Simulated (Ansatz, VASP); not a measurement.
Two plane-wave programs on Mg6F

Contents of INCAR:

```
PREC = Accurate
ENCUT = 520
EDIFF = 1E-7
ISMEAR = 0
SIGMA = 0.1
LREAL = False
LASPH = True
NELM = 100
ALGO = Normal
ISIF = 2
LWAVE = False
LCHARG = False
LDIPOL = True
IDIPOL = 3
DIPOL = 0.5 0.5 0.318
GGA = PE
NBANDS = 18
```

Contents of KPOINTS:

```
Automatic mesh
0
Gamma
  9 4 1
```

The input POSCAR:

```
Mg6F
1.0
    3.2034417932      0.0000000000      0.0000000000
   -1.6017208966      7.8153198520      0.0000000000
    0.0000000000      0.0000000000     20.9851131634
Mg F
6 1
Direct
    0.8493879956      0.6987759913      0.1906113143
    0.5210014932      0.0420029864      0.2197581863
    0.1926149907      0.3852299814      0.2489050583
    0.3710660944      0.7414803149      0.3283003664
    0.0426232582      0.0834482649      0.3542380799
    0.7128162912      0.4251093731      0.3805132287
    0.7128162912      0.5501093731      0.5010748849
```

Input for Ansatz:

```yaml
crystal:
  lattice:
    - [3.2034417932, 0.0, 0.0]
    - [-1.6017208966, 7.815319852, 0.0]
    - [0.0, 0.0, 20.9851131634]
  atoms:
    - { symbol: Mg, position: [0.8493879956, 0.6987759913, 0.1906113143] }
    - { symbol: Mg, position: [0.5210014932, 0.0420029864, 0.2197581863] }
    - { symbol: Mg, position: [0.1926149907, 0.3852299814, 0.2489050583] }
    - { symbol: Mg, position: [0.3710660944, 0.7414803149, 0.3283003664] }
    - { symbol: Mg, position: [0.0426232582, 0.0834482649, 0.3542380799] }
    - { symbol: Mg, position: [0.7128162912, 0.4251093731, 0.3805132287] }
    - { symbol: F, position: [0.7128162912, 0.5501093731, 0.5010748849] }
basis:
  ecutwfc: 420
kpoints:
  mp_grid: { grid: [9, 4, 1] }
hamiltonian:
  xc: pbe
scf:
  occupations: { method: gaussian, width: 0.1 }
output:
  forces: true
  eigenvalues: true
efield:
  axis: 3
  dipole_correction: true
  ramp_width: 0.04
```

Alike in both runs: task single point; functional PBE; k mesh 9 × 4 × 1; occupations gaussian, width 0.1 eV; no spin polarisation.

|  | VASP | Ansatz |
| --- | --- | --- |
| version | VASP 6.6.1 | Ansatz 0.2.0 |
| potentials or method | VASP PAW PBE potentials, release 64 (Mg, F), cutoff 520 eV | scalar-relativistic, plane waves, PAW |
| valence electrons in the cell | 19 | 67 |

```csv
,VASP,Ansatz,Ansatz less VASP
gap on the k mesh at the Fermi level (eV),none,none,-
rms of the force components (eV/Å),0.650,0.654,+0.0031
```

Atom by atom the forces differ by 0.004 eV/Å (rms over components). A gap of «none» marks a metal or a gap that the smearing closes. The functional is the same, so the differences come from potentials, cutoffs and numerics. VASP's potentials hold 19 valence electrons a cell and Ansatz's 67, so a difference there can come from the potentials and not from the codes.
